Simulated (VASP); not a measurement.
Set up this calculation in VASP 6.6.1, as the native input.

| Item | Value |
| --- | --- |
| Task | single point |
| Functional | PBE |
| Potentials or basis | VASP PAW PBE potentials, release 64 (Ti_sv) |
| Cutoff | 500 eV |
| k mesh | 12 × 12 × 14 |
| Occupations | gaussian, width 0.15 eV |
| Spin | no spin polarisation |
| Dipole correction | no |
| Further INCAR settings | ALGO = Normal; EDIFF = 1e-06; NBANDS = 25 |

The structure of Ti lies in POSCAR:

```
Ti
1.0
    4.5790987804      0.0000000000      0.0000000000
   -2.2895493902      3.9656158702      0.0000000000
    0.0000000000      0.0000000000      2.8317615649
Ti
3
Direct
   -0.0164442838      0.0000000000      0.0000000000
    0.3415554752      0.6666666667      0.4237223915
    0.6748888086      0.3333333333      0.5762776085
```

This cell differs from its parent crystal: atoms displaced along several vibrational modes.

These files were run (other wordings do the same):

INCAR

```
SYSTEM = Ti
ALGO = Normal
EDIFF = 1E-6
ENCUT = 500
GGA = PE
GGA_COMPAT = .False.
ISIF = 2
ISMEAR = 0
LASPH = .True.
LCHARG = .True.
LELF = .True.
LREAL = .False.
LVHAR = .True.
LWAVE = .False.
NBANDS = 25
NELM = 120
PREC = Accurate
SIGMA = 0.15
```

KPOINTS

```
k-points
0
Gamma
  12 12 14
  0 0 0
```

Potentials or basis: VASP PAW PBE potentials, release 64 (Ti_sv).

The run is started by

```console
$ cat potpaw_PBE.64/Ti_sv/POTCAR > POTCAR
$ mpirun -np 1 vasp_std > vasp.out
```

It gave:

```json
{
 "Pressure": "0.5 GPa",
 "Largest force": "0.675 eV/Å",
 "Band gap on the k mesh": "zero (bands 18 and 19 overlap by 0.47 eV)"
}
```

Caveat: the cell differs from its parent crystal (atoms displaced along several vibrational modes).

Wall time 19 min on 1 thread of Oxide Virtual Turin-like Processor (shared host), peak memory 0.54 GiB.
